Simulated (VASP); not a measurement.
# Ga2SnSe4 (I-4) in VASP: a series of runs, part 2 of 2

VASP 6.6.1.

### 3 Relaxation of cell and atoms, PBE

This run uses another cell than the first one, of 24.37 Å³/atom.

The input, INCAR:

```
SYSTEM = Ga2SnSe4
PREC = Accurate
ENCUT = 600
EDIFF = 1E-7
ISMEAR = 0
SIGMA = 0.15
LREAL = .False.
LASPH = .True.
NELM = 100
ALGO = Normal
ISIF = 3
LWAVE = .False.
LCHARG = .False.
GGA = PE
IBRION = 2
NSW = 36
EDIFFG = -0.08
```

The input, KPOINTS:

```
Automatic mesh
0
Gamma
  3 3 3
  0 0 0
```

The input, POSCAR:

```
Ga2SnSe4
1.0
   -2.8500000000      2.8500000000      5.2500000000
    2.8500000000     -2.8500000000      5.2500000000
    2.8500000000      2.8500000000     -5.2500000000
Ga Sn Se
2 1 4
Direct
    0.5000000000      0.5000000000      0.0000000000
    0.2500000000      0.7500000000      0.5000000000
    0.0000000000      0.0000000000      0.0000000000
    0.1250000000      0.1350000000      0.5300000000
    0.6050000000      0.5950000000      0.4700000000
    0.4050000000      0.8750000000      0.0100000000
    0.8650000000      0.3950000000      0.9900000000
```

Potentials or basis: VASP PAW PBE potentials, release 64 (Ga_d, Sn_d, Se).

On the command line:

```console
> cat potpaw_PBE.64/Ga_d/POTCAR potpaw_PBE.64/Sn_d/POTCAR potpaw_PBE.64/Se/POTCAR > POTCAR
> mpirun -np 1 vasp_std > vasp.out
```

OUTCAR:

```text
SYSTEM = Ga2SnSe4
   PREC = Accurate
   ENCUT = 600
   EDIFF = 1E-7
   ISMEAR = 0
   LREAL = .False.
   LASPH = .True.
   NELM = 100
   ISIF = 3
   GGA = PE
   IBRION = 2
   NSW = 36
   EDIFFG = -0.08

 ion  position               nearest neighbor table
   1  0.500  0.500  0.000-   4 2.37   5 2.37   6 2.37   7 2.37
   2  0.250  0.750  0.500-   6 2.39   4 2.39   5 2.39   7 2.39
   3  0.000  0.000  0.000-   4 2.56   6 2.56   7 2.56   5 2.56
   4  0.125  0.135  0.530-   1 2.37   2 2.39   3 2.56
   5  0.605  0.595  0.470-   1 2.37   2 2.39   3 2.56
   6  0.405  0.875  0.010-   1 2.37   2 2.39   3 2.56
   7  0.865  0.395  0.990-   1 2.37   2 2.39   3 2.56

  LATTYP: Found a body centered tetragonal cell.
 ALAT       =     5.7000000000
 C/A-ratio  =     1.8421052632

  Lattice vectors:

 A1 = (  -2.8500000000,   2.8500000000,   5.2500000000)
 A2 = (   2.8500000000,  -2.8500000000,   5.2500000000)
 A3 = (   2.8500000000,   2.8500000000,  -5.2500000000)

Analysis of symmetry for initial positions (statically):
=====================================================================
 Subroutine PRICEL returns:
 Original cell was already a primitive cell.

 Routine SETGRP: Setting up the symmetry group for a
 body centered tetragonal supercell.

 Subroutine GETGRP returns: Found  4 space group operations
 (whereof  4 operations were pure point group operations)
 out of a pool of 16 trial point group operations.

The static configuration has the point symmetry S_4 .

Analysis of symmetry for dynamics (positions and initial velocities):
=====================================================================
 Subroutine PRICEL returns:
 Original cell was already a primitive cell.

 Routine SETGRP: Setting up the symmetry group for a
 body centered tetragonal supercell.

 Subroutine GETGRP returns: Found  4 space group operations
 (whereof  4 operations were pure point group operations)
 out of a pool of 16 trial point group operations.
[... 114 lines left out ...]
  Fermi-wavevector in a.u.,A,eV,Ry     =   1.180770  2.231331 18.969471  1.394217
  Thomas-Fermi vector in A             =   2.317056
   LORBIT       =      0    0 simple, 1 ext, 2 COOP (PROOUT), +10 PAW based schemes
   GGA     = PE    functional components
   LHFCALC =     F    Hartree Fock is set to
   AEXX    =    0.0000 exact exchange contribution
   IVDW    =     0    specifies the selected vdW correction
   LEPSILON=     F    determine dielectric tensor
   LRPA    =     F    only Hartree local field effects (RPA)
 conjugate gradient relaxation of ions
 non-spin polarized calculation
 Gauss-broadening in eV      SIGMA  =   0.15
  energy-cutoff  :      600.00
  volume of cell :      170.57
 maximum number of plane-waves:      5705
 NGX is ok and might be reduce to    54
   NGX = 27   NGY = 27   NGZ = 27

--------------------------------------- Ionic step        1  -------------------------------------------

 number of electron      64.0000015 magnetization

 Free energy of the ion-electron system (eV)
  ---------------------------------------------------
  ext. energy  EPLUGINS =         0.00000000
  ---------------------------------------------------
  free energy    TOTEN  =       -25.03620350 eV

  energy without entropy =      -25.01090748  energy(sigma->0) =      -25.02355549

------------------------ aborting loop because EDIFF is reached ----------------------------------------

  FORCE on cell =-STRESS in cart. coord.  units (eV):
  Direction    XX          YY          ZZ          XY          YZ          ZX
  --------------------------------------------------------------------------------------
  -------------------------------------------------------------------------------------
  Total       15.2949057     15.2949057     12.4021636     -0.0000011      0.0000000      0.0000000
  in kB      143.6641380    143.6641380    116.4927837     -0.0000105      0.0000000      0.0000000
  external PRESSURE =     134.6070199 kB  Pullay stress =       0.0000000 kB
[... 104 lines left out ...]
  FREE ENERGIE OF THE ION-ELECTRON SYSTEM (eV)
  ---------------------------------------------------
  free  energy   TOTEN  =       -26.6570377090 eV

  energy  without entropy=      -26.6569583225  energy(sigma->0) =      -26.65699802

[... ionic steps 4 to 22 ...]

--------------------------------------- Ionic step       23  -------------------------------------------

 number of electron      64.0000002 magnetization

------------------------ aborting loop because EDIFF is reached ----------------------------------------
[... 77 lines left out ...]
--------------------------------------- Ionic step       25  -------------------------------------------

 number of electron      64.0000007 magnetization

 Free energy of the ion-electron system (eV)
  ---------------------------------------------------
  ext. energy  EPLUGINS =         0.00000000
  ---------------------------------------------------
  free energy    TOTEN  =       -27.15165392 eV

  energy without entropy =      -27.15165392  energy(sigma->0) =      -27.15165392

 E-fermi :   3.4391     XC(G=0):  -8.9103

 val. band max:        2.7809357574   @ k =  -0.3333   0.3333   0.3333
 cond. band min:       4.2525314053   @ k =  -0.3333   0.3333   0.3333
 fundamental gap:      1.4715956479
 Fermi energy:         3.4390848856

 k-point     1 :       0.0000    0.0000    0.0000
  band No.  band energies     occupation
      1     -18.5515      2.00000
      2     -18.5461      2.00000
      3     -18.5461      2.00000
      4     -18.5171      2.00000
      5     -18.5148      2.00000
      6     -12.0483      2.00000
[... 269 lines left out ...]
  FREE ENERGIE OF THE ION-ELECTRON SYSTEM (eV)
  ---------------------------------------------------
  free  energy   TOTEN  =       -27.1516539238 eV

  energy  without entropy=      -27.1516539238  energy(sigma->0) =      -27.15165392

 reached required accuracy - stopping structural energy minimisation
```

OSZICAR:

```text
N       E                     dE             d eps       ncg     rms          rms(c)
DAV:   1     0.640832146196E+03    0.64083E+03   -0.31337E+04   494   0.237E+03
DAV:   2     0.777629690879E+02   -0.56307E+03   -0.54790E+03   502   0.626E+02
DAV:   3    -0.190542521780E+02   -0.96817E+02   -0.94046E+02   558   0.189E+02
[... 304 lines left out ...]
DAV:   5    -0.271516254374E+02   -0.10358E-04   -0.10419E-03   488   0.580E-01    0.287E-02
DAV:   6    -0.271516513381E+02   -0.25901E-04   -0.35252E-04   608   0.117E-01    0.120E-02
DAV:   7    -0.271516536677E+02   -0.23296E-05   -0.26411E-05   574   0.843E-02    0.385E-03
DAV:   8    -0.271516538282E+02   -0.16050E-06   -0.28600E-06   546   0.339E-02    0.179E-03
DAV:   9    -0.271516539238E+02   -0.95595E-07   -0.92249E-07   496   0.560E-03
  25 F= -.27151654E+02 E0= -.27151654E+02  d E =-.686006E-02
```

Run time: 43 min. Hardware: 1 thread of Intel Xeon Platinum 8259CL at 2.50GHz (Skylake/Cascade Lake), shared host; peak memory 0.45 GiB.

Results:

```yaml
Free_energy: -27.1517 eV
Relaxed_volume: 27.63 Å³/atom
Relaxed_cell: a = 6.407 Å, b = 6.407 Å, c = 6.407 Å, α = 117.04°, β = 117.04°, γ = 95.21°
Space_group_after_relaxing_to_0.1_Å: I-4 (No. 82)
Energy_gained_by_relaxing: 302.2 meV/atom
Ionic_steps: 25
Pressure_after_relaxing: 0.3 GPa
Largest_force_after_relaxing: 0.053 eV/Å
Band_gap_on_the_k_mesh: 1.47 eV
```

Forces in eV/Å, atoms in the order of the input:
```
Ga   0.000  0.000  0.000
Ga   0.000  0.000  0.000
Sn   0.000  0.000  0.000
Se   0.053 -0.008  0.003
Se  -0.053  0.008  0.003
Se   0.008  0.053 -0.003
Se  -0.008 -0.053 -0.003
```

Step by step:
| step | energy change (eV) | largest force (eV/Å) | pressure (GPa) | volume (Å³) |
| --- | --- | --- | --- | --- |
| 1 | 0.0000 | 1.7985 | 13.46 | 170.57 |
| 2 | -1.4276 | 0.9368 | -3.51 | 226.24 |
| 3 | -1.6208 | 0.9290 | -0.59 | 209.29 |
| 4 | -1.7677 | 0.6719 | -0.43 | 208.69 |
| 5 | -1.9218 | 0.1165 | 0.25 | 207.30 |
| 6 | -1.9226 | 0.1201 | 0.32 | 207.19 |
| 7 | -1.9488 | 0.1419 | -0.15 | 209.57 |
| 8 | -1.9741 | 0.1991 | -1.14 | 214.82 |
| 9 | -1.9858 | 0.1803 | -1.06 | 214.43 |
| 10 | -2.0159 | 0.1277 | -0.80 | 213.21 |
| 11 | -2.0537 | 0.1146 | -0.30 | 210.46 |
| 12 | -2.0365 | 0.4309 | 0.80 | 203.66 |
| 13 | -2.0618 | 0.2094 | 0.08 | 208.28 |
| 14 | -2.0691 | 0.1596 | -0.11 | 208.26 |
| 15 | -2.0763 | 0.0780 | -0.68 | 208.06 |
| 16 | -2.0767 | 0.0772 | -0.54 | 208.13 |
| 17 | -2.0841 | 0.1061 | -0.28 | 205.70 |
| 18 | -2.0879 | 0.1410 | 0.02 | 203.04 |
| 19 | -2.0882 | 0.1531 | 0.12 | 202.13 |
| 20 | -2.0928 | 0.1366 | 0.04 | 201.42 |
| 21 | -2.1002 | 0.1376 | -0.20 | 199.26 |
| 22 | -2.1067 | 0.1157 | 0.13 | 197.05 |
| 23 | -2.1086 | 0.1142 | 0.54 | 194.53 |
| 24 | -2.1111 | 0.0981 | 0.49 | 194.25 |
| 25 | -2.1155 | 0.0533 | 0.35 | 193.40 |

Final structure:
```
Ga Sn Se
1.0
    -3.34563    3.34563    4.31950
     3.34563   -3.34563    4.31950
     3.34563    3.34563   -4.31950
Ga Sn Se
2 1 4
Direct
  0.50000 0.50000 0.00000
  0.25000 0.75000 0.50000
  0.00000 0.00000 0.00000
  0.13867 0.12032 0.57071
  0.54961 0.56797 0.42929
  0.43203 0.86133 0.98164
  0.87968 0.45039 0.01836
```

Caveat: spin-orbit coupling is left out, which moves the levels of the heavy elements; an odd mesh through Γ misses points on the zone boundary, where band edges can lie; the relaxation stopped at a loose force limit of 0.08 eV/Å, so its end isn't a converged minimum.
